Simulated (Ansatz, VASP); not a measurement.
**Au2SeO2: VASP beside Ansatz**

Contents of POSCAR:

```
Au2SeO2
1.0
    3.5593890000      0.0000000000      0.0000000000
   -1.7796940000      3.0825230000      0.0000000000
    0.0000000000      0.0000000000      6.3293670000
O Au Se
2 2 1
Direct
    0.3333000000      0.6667000000      0.6200000000
    0.6667000000      0.3333000000      0.3800000000
    0.3333000000      0.6667000000      0.2900000000
    0.6667000000      0.3333000000      0.7100000000
    0.0000000000      0.0000000000      0.0000000000
```

The input INCAR.step1:

```
SYSTEM = Au2SeO2
ALGO     = Normal         ! electronic algorithm
EDIFF    = 1E-4           ! SCF threshold, eV
ENCUT    = 520            ! plane-wave cutoff, eV
GGA      = PE             ! functional
ISMEAR   = -1             ! smearing method
LASPH    = .True.         ! aspherical terms in the spheres
LCHARG   = .False.        ! write CHGCAR
LREAL    = .False.        ! projectors in reciprocal space
LWAVE    = .True.         ! write WAVECAR
NBANDS   = 28             ! bands
NELM     = 60             ! most SCF steps
PREC     = Accurate       ! precision mode
SIGMA    = 0.1385         ! smearing width, eV
```

Contents of INCAR.step2:

```
SYSTEM = Au2SeO2
ALGO     = Normal         ! electronic algorithm
EDIFF    = 1E-6           ! SCF threshold, eV
ENCUT    = 520            ! plane-wave cutoff, eV
ISIF     = 2              ! what is computed and relaxed
ISMEAR   = -1             ! smearing method
ISTART   = 1            
LASPH    = .True.         ! aspherical terms in the spheres
LCHARG   = .True.         ! write CHGCAR
LELF     = .True.         ! ELF
LMIXTAU  = .True.       
LREAL    = .False.        ! projectors in reciprocal space
LVHAR    = .True.       
LWAVE    = .False.        ! write WAVECAR
METAGGA  = R2SCAN         ! meta-GGA
NBANDS   = 28             ! bands
NELM     = 60             ! most SCF steps
PREC     = Accurate       ! precision mode
SIGMA    = 0.1385         ! smearing width, eV
```

File KPOINTS:

```
k-points
0
Gamma
  6 6 3
  0 0 0
```

Input for Ansatz:

```yaml
crystal:
  lattice:
    - [3.559389, 0.0, 0.0]
    - [-1.779694, 3.082523, 0.0]
    - [0.0, 0.0, 6.329367]
  atoms:
    - { symbol: O, position: [0.3333, 0.6667, 0.62] }
    - { symbol: O, position: [0.6667, 0.3333, 0.38] }
    - { symbol: Au, position: [0.3333, 0.6667, 0.29] }
    - { symbol: Au, position: [0.6667, 0.3333, 0.71] }
    - { symbol: Se, position: [0.0, 0.0, 0.0] }
  symmetry: { tolerance: 0.0003 }
kpoints:
  mp_grid: { grid: [6, 6, 3], shift: [0, 0, 0] }
magnetization:
  spin_polarized: false
scf:
  occupations: { method: fermi_dirac, width: 0.1385 }
  mixing: { preconditioner: kerker_dos }
hamiltonian:
  pseudopotentials: { kind: paw }
  xc: r2scan
basis:
  ecutwfc: 500
output:
  forces: true
  stress: true
  eigenvalues: true
```

Alike in both runs: task single point; functional r2SCAN; k mesh 6 × 6 × 3; occupations fermi-dirac, width 0.1385 eV; no spin polarisation.

|  | VASP | Ansatz |
| --- | --- | --- |
| version | VASP 6.6.1 | Ansatz 0.2.0 |
| potentials or method | VASP PAW PBE potentials, release 64 (O, Au, Se), cutoff 520 eV | PAW plane waves |
| valence electrons in the cell | 40 | 66 |

```csv
,VASP,Ansatz,Ansatz less VASP
gap on the k mesh at the Fermi level (eV),none,none,-
pressure (GPa),17.8,17.4,-0.45
"traceless stress, the component that is largest in VASP (GPa)",-1.25,-1.37,-0.117
rms of the force components (eV/Å),1.399,1.377,-0.0219
```

VASP's potentials were made for PBE, not for r2SCAN. Atom by atom the forces differ by 0.024 eV/Å (rms over components). A gap of «none» marks a metal or a gap that the smearing closes. The functional is the same, so the differences come from potentials, cutoffs and numerics. VASP's potentials hold 40 valence electrons a cell and Ansatz's 66, so a difference there can come from the potentials and not from the codes. Ansatz's warnings: structure snapped to symmetry.

Neither program's run includes spin-orbit coupling.
